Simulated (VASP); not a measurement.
# Tc (P6_3/mmc) in VASP: a series of runs, part 2 of 2

VASP 6.6.1. The steps go on from the part before.

## Step 4: Single point, PBEsol

This run uses another cell than the first one, of 14.58 Å³/atom, 1.062 times its volume.

Contents of INCAR:

```
SYSTEM = Tc
ALGO = Normal
EDIFF = 1E-6
ENCUT = 520
GGA = PS
ISIF = 2
ISMEAR = -1
LASPH = .TRUE.
LCHARG = .FALSE.
LREAL = .FALSE.
LWAVE = .FALSE.
NBANDS = 20
NELM = 60
PREC = Accurate
SIGMA = 0.05
```

Contents of KPOINTS:

```
k-points
0
G
  11 11 6
  0 0 0
```

Contents of POSCAR:

```
Tc
1.0
    2.7581462242      0.0000000000      0.0000000000
   -1.3790731121      2.3886246975      0.0000000000
    0.0000000000      0.0000000000      4.4271266766
Tc
2
Direct
    0.6666666667      0.3333333333      0.7500000000
    0.3333333333      0.6666666667      0.2500000000
```

Potentials or basis: VASP PAW PBE potentials, release 64 (Tc_pv).

Command:

```console
> cat potpaw_PBE.64/Tc_pv/POTCAR > POTCAR
> mpirun -np 1 vasp_std > vasp.out
```

OUTCAR:

```text
SYSTEM = Tc
   EDIFF = 1E-6
   ENCUT = 520
   GGA = PS
   ISIF = 2
   ISMEAR = -1
   LASPH = .TRUE.
   LREAL = .FALSE.
   NELM = 60
   PREC = Accurate

 ion  position               nearest neighbor table
   1  0.667  0.333  0.750-   2 2.73   2 2.73   2 2.73   2 2.73   2 2.73   2 2.73
   2  0.333  0.667  0.250-   1 2.73   1 2.73   1 2.73   1 2.73   1 2.73   1 2.73

  LATTYP: Found a hexagonal cell.
 ALAT       =     2.7581462242
 C/A-ratio  =     1.6051094890

  Lattice vectors:

 A1 = (   2.7581462242,   0.0000000000,   0.0000000000)
 A2 = (  -1.3790731121,   2.3886246975,   0.0000000000)
 A3 = (   0.0000000000,   0.0000000000,   4.4271266766)

Analysis of symmetry for initial positions (statically):
=====================================================================
 Subroutine PRICEL returns:
 Original cell was already a primitive cell.

 Routine SETGRP: Setting up the symmetry group for a
 hexagonal supercell.

 Subroutine GETGRP returns: Found 24 space group operations
 (whereof 12 operations were pure point group operations)
 out of a pool of 24 trial point group operations.

The static configuration has the point symmetry D_3d.
 The point group associated with its full space group is D_6h.

Analysis of symmetry for dynamics (positions and initial velocities):
=====================================================================
 Subroutine PRICEL returns:
 Original cell was already a primitive cell.

 Routine SETGRP: Setting up the symmetry group for a
 hexagonal supercell.

 Subroutine GETGRP returns: Found 24 space group operations
 (whereof 12 operations were pure point group operations)
 out of a pool of 24 trial point group operations.

The dynamic configuration has the point symmetry D_3d.
 The point group associated with its full space group is D_6h.

 Subroutine INISYM returns: Found 24 space group operations
 (whereof 12 operations are pure point group operations),
[... 104 lines left out ...]
   POTIM  = 0.5000    time-step for ionic-motion
   TEBEG  =    0.0;   TEEND  =   0.0 temperature during run
   PSTRESS=    0.0 pullay stress
   NELECT =      26.0000    total number of electrons
   NUPDOWN=      -1.0000    fix difference up-down
   EMIN   =  10.00;   EMAX   =-10.00  energy-range for DOS
   EFERMI =   0.00;   METHOD = LEGACY
   ISMEAR =    -1;   SIGMA  =   0.05  broadening in eV -4-tet -1-fermi 0-gaus
   EFERMI_NEDOS =   21; number of points for ismear=-14 and -15
   IALGO  =     38    algorithm
   IMIX   =      4    mixing-type and parameters
     AMIX     =   0.40;   BMIX     =  1.00
     AMIX_MAG =   1.60;   BMIX_MAG =  1.00
  volume/ion in A,a.u.               =      14.58        98.41
  Fermi-wavevector in a.u.,A,eV,Ry     =   1.575567  2.977390 33.775260  2.482412
  Thomas-Fermi vector in A             =   2.676531
   LORBIT       =      0    0 simple, 1 ext, 2 COOP (PROOUT), +10 PAW based schemes
   GGA     = PS    functional components
   LHFCALC =     F    Hartree Fock is set to
   AEXX    =    0.0000 exact exchange contribution
   IVDW    =     0    specifies the selected vdW correction
   LEPSILON=     F    determine dielectric tensor
   LRPA    =     F    only Hartree local field effects (RPA)
 non-spin polarized calculation
  energy-cutoff  :      520.00
  volume of cell :       29.17
 maximum number of plane-waves:       808
 NGX is ok and might be reduce to    24
   NGX = 11   NGY = 11   NGZ = 17

 number of electron      25.9999998 magnetization

 Free energy of the ion-electron system (eV)
  ---------------------------------------------------
  ext. energy  EPLUGINS =         0.00000000
  ---------------------------------------------------
  free energy    TOTEN  =       -22.49223399 eV

  energy without entropy =      -22.47516425  energy(sigma->0) =      -22.48369912

 E-fermi :  12.1747     XC(G=0): -13.8311

 val. band max:       12.1729974064   @ k =   0.0909   0.0909   0.0000
 cond. band min:      12.1922146857   @ k =   0.3636   0.2727   0.5000
 fundamental gap:      0.0192172793
 Fermi energy:        12.1747251078

 k-point     1 :       0.0000    0.0000    0.0000
  band No.  band energies     occupation
      1     -27.1529      2.00000
      2     -26.1122      2.00000
      3     -26.1122      2.00000
      4     -25.9362      2.00000
      5     -25.9362      2.00000
      6     -25.8949      2.00000
[... 541 lines left out ...]
     19      24.0588      0.00000
     20      27.5079      0.00000

 [... further k-points ...]
[... 5 lines left out ...]
  --------------------------------------------------------------------------------------
  -------------------------------------------------------------------------------------
  Total       -2.3239182     -2.3239182     -2.3582038      0.0000000      0.0000000      0.0000000
  in kB     -127.6568916   -127.6568916   -129.5402609      0.0000000      0.0000000      0.0000000
  external PRESSURE =    -128.2846814 kB  Pullay stress =       0.0000000 kB

 VOLUME and BASIS-vectors are now :
 -----------------------------------------------------------------------------
  energy-cutoff  :      520.00
  volume of cell :       29.17
      direct lattice vectors                 reciprocal lattice vectors
     2.758146224  0.000000000  0.000000000     0.362562358  0.209325475  0.000000000
    -1.379073112  2.388624698  0.000000000     0.000000000  0.418650951  0.000000000
     0.000000000  0.000000000  4.427126677     0.000000000  0.000000000  0.225880141

 POSITION                                       TOTAL-FORCE (eV/Angst)
 -----------------------------------------------------------------------------------
      1.37907      0.79621      3.32035        -0.000000      0.000000      0.000000
     -0.00000      1.59242      1.10678         0.000000     -0.000000      0.000000
 -----------------------------------------------------------------------------------
    total drift:                               -0.000000      0.000000     -0.000000

  FREE ENERGIE OF THE ION-ELECTRON SYSTEM (eV)
  ---------------------------------------------------
  free  energy   TOTEN  =       -22.4922339864 eV

  energy  without entropy=      -22.4751642488  energy(sigma->0) =      -22.48369912
```

stdout:

```text
POSCAR found type information on POSCAR Tc
 POSCAR found :  1 types and       2 ions
 scaLAPACK will be used
 -----------------------------------------------------------------------------
|                                                                             |
|                                                                             |
|     You enforced a specific xc type in the INCAR file but a different       |
|     I HOPE YOU KNOW WHAT YOU ARE DOING!                                     |
|                                                                             |
 -----------------------------------------------------------------------------

 LDA part: xc-table for (Slater+PW92), standard interpolation
 POSCAR, INCAR and KPOINTS ok, starting setup
 FFT: planning ... GRIDC
 FFT: planning ... GRID_SOFT
 FFT: planning ... GRID
 WAVECAR not read
 entering main loop
```

It took 20 s on 1 thread of Intel Xeon Platinum 8559C (Emerald Rapids), shared host; peak memory 0.17 GiB.

Results:

| Property | Result |
| --- | --- |
| Free energy | -22.4922 eV |
| Pressure | -12.8 GPa |
| Band gap on the k mesh | zero (band 13 reaches 13.59 eV, above the bottom of band 14 at 10.55 eV) |

Stress tensor (GPa, compression positive):
```
-12.77   0.00   0.00
  0.00 -12.77   0.00
  0.00   0.00 -12.95
```

Levels at points of the mesh, in eV from the Fermi level:
```tsv
k point	band 9	band 10	band 11	band 12	band 13	band 14	band 15	band 16	band 17	band 18
(0.00, 0.00, 0.00)	-1.49	-1.49	-1.43	-0.80	-0.80	-0.09	-0.09	1.59	2.50	2.50
(0.00, 0.00, 0.50)	-1.85	-1.85	-1.62	-1.62	-1.62	-1.62	1.84	1.84	1.84	1.84
```

Caveat: the PAW data sets were made with another functional, which shifts forces and pressure a little.

## Step 5: The runs side by side

| cell | gap on the mesh (eV) | pressure (GPa) |
| --- | --- | --- |
| a = 2.703, b = 2.703, c = 4.339 Å, angles 90.0, 90.0, 120.0°, 2 atoms | none | 6.1 |
| a = 2.722, b = 2.722, c = 4.368 Å, angles 90.0, 90.0, 120.0°, 2 atoms | none | -1.0 |
| a = 2.758, b = 2.758, c = 4.427 Å, angles 90.0, 90.0, 120.0°, 2 atoms | none | -12.8 |

Alike in all rows: task single point; level PBEsol; potentials or basis VASP PAW PBE potentials, release 64 (Tc_pv); no spin polarisation; k mesh 11 × 11 × 6; cutoff (eV) 520; smearing fermi-dirac 0.05 eV.

Caveats: the PAW data sets were made with another functional, which shifts forces and pressure a little.

Absolute energies hang on the potentials; compare differences alone.
